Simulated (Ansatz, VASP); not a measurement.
**Two plane-wave programs on PbO**

```xyz
4
Lattice="3.5665 0.0000 0.0000 -1.7832 3.0886 0.0000 0.0000 0.0000 6.4701" Properties=species:S:1:pos:R:3 pbc="T T T"
Pb    0.0000    0.0000    0.0000
Pb    0.0000    0.0000    3.2351
O     0.0000    2.0591    1.6175
O     1.7832    1.0295    4.8526
```

Alike in both runs: task single point; functional PBEsol; k mesh 6 × 6 × 4; occupations gaussian, width 0.2 eV; no spin polarisation.

```csv
,VASP,Ansatz
version,VASP 6.6.1,Ansatz 0.2.0
potentials or method,"VASP PAW PBE potentials, release 64 (Pb_d, O)",plane waves
plane-wave cutoff (eV),520,420
valence electrons in the cell,40,40
```

|  | VASP | Ansatz | Ansatz less VASP |
| --- | --- | --- | --- |
| pressure (GPa) | -2.0 | -2.0 | +0.04 |
| traceless stress, the component that is largest in VASP (GPa) | -0.22 | -0.22 | +0.003 |

VASP's potentials were made for PBE, not for PBEsol.

Neither program's run includes spin-orbit coupling.
